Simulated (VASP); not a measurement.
Write the native input for VASP 6.6.1 that does the following.

- Task: single point
- Functional: r2SCAN
- Potentials or basis: VASP PAW PBE potentials, release 64 (Al, Ru_pv)
- Cutoff: 520 eV
- k mesh: 16 × 16 × 16
- Occupations: gaussian, width 0.15 eV
- Spin: no spin polarisation
- Dipole correction: no
- Further INCAR settings: ALGO = Normal; EDIFF = 1e-07; NBANDS = 16

Crystal: AlRu.

```
Al Ru
1.0
     2.91681    0.00000    0.00000
     0.00000    2.91681    0.00000
     0.00000    0.00000    3.06639
Al Ru
1 1
Direct
  0.00000 0.00000 0.00000
  0.50000 0.50000 0.50000
```

This cell differs from its parent crystal: strain -0.025 along x and y, +0.025 along z.

One way to write it, as run:

POSCAR

```
AlRu
1.0
    2.9168100000      0.0000000000      0.0000000000
    0.0000000000      2.9168100000      0.0000000000
    0.0000000000      0.0000000000      3.0663900000
Al Ru
1 1
Direct
    0.0000000000      0.0000000000      0.0000000000
    0.5000000000      0.5000000000      0.5000000000
```

INCAR.step1

```
SYSTEM = AlRu
PREC = Accurate ; ENCUT = 520
ISMEAR = 0 ; SIGMA = 0.15
LREAL = .False. ; LASPH = .True.
NELM = 60 ; NBANDS = 16
GGA = PE ; ALGO = Normal
EDIFF = 1E-4 ; LWAVE = .True.
LCHARG = .False.
```

INCAR.step2

```
SYSTEM = AlRu
PREC = Accurate ; ENCUT = 520
EDIFF = 1E-7 ; ISMEAR = 0
SIGMA = 0.15 ; LREAL = .False.
LASPH = .True. ; NELM = 60
ALGO = Normal ; ISIF = 2
LWAVE = .False. ; LCHARG = .False.
METAGGA = R2SCAN ; LMIXTAU = .True.
NBANDS = 16 ; ISTART = 1
```

KPOINTS

```
regular mesh
0
Gamma
  16 16 16
  0 0 0
```

Potentials or basis: VASP PAW PBE potentials, release 64 (Al, Ru_pv).

Launch:

```sh
$ cat potpaw_PBE.64/Al/POTCAR potpaw_PBE.64/Ru_pv/POTCAR > POTCAR
$ cp INCAR.step1 INCAR
$ mpirun -np 1 vasp_std > vasp.out
$ cp INCAR.step2 INCAR
$ mpirun -np 1 vasp_std > vasp.out
```

Results of the run:

| Quantity | Value |
| --- | --- |
| Pressure | 4.3 GPa |
| Band gap on the k mesh | zero (an odd number of electrons rules out a gap without spin polarisation) |

Caveat: the cell differs from its parent crystal (strain -0.025 along x and y, +0.025 along z); the stress differs along the axes, from -2 to 7 GPa; the PAW data sets were made with another functional, which shifts forces and pressure a little.

Wall time 2.5 min on 1 thread of Intel(R) Xeon(R) 6975P-C (Granite Rapids) (shared host), peak memory 0.28 GiB.
